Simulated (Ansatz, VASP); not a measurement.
## PbO: VASP beside Ansatz

```
Pb O
1.0
     4.11268    0.00000    0.00000
    -2.05634    3.56168    0.00000
     0.00000    0.00000    5.73605
Pb O
2 2
Direct
  0.33333 0.66667 0.98581
  0.66667 0.33333 0.48581
  0.33333 0.66667 0.38919
  0.66667 0.33333 0.88919
```

Alike in both runs: task single point; functional PBE; k mesh 6 × 6 × 4; no spin polarisation.

|  | VASP | Ansatz |
| --- | --- | --- |
| version | VASP 6.6.1 | Ansatz 0.2.0 |
| potentials or method | VASP PAW PBE potentials, release 64 (Pb_d, O) | plane waves, PAW |
| plane-wave cutoff (eV) | 520 | 420 |
| occupations | gaussian, width 0.01 eV | fixed |
| valence electrons in the cell | 40 | 40 |

VASP gave:

| Property | Result |
| --- | --- |
| gap on the k mesh at the Fermi level (eV) | 1.97 |
| pressure (GPa) | 4.6 |
| traceless stress, the component that is largest in VASP (GPa) | 0.15 |
| rms of the force components (eV/Å) | 0.099 |

Q: What did Ansatz give for the same quantities?

A: gap on the k mesh at the Fermi level (eV): 1.96; pressure (GPa): 4.6; traceless stress, the component that is largest in VASP (GPa): 0.09; rms of the force components (eV/Å): 0.091.

Atom by atom the forces differ by 0.008 eV/Å (rms over components).

Neither program's run includes spin-orbit coupling.
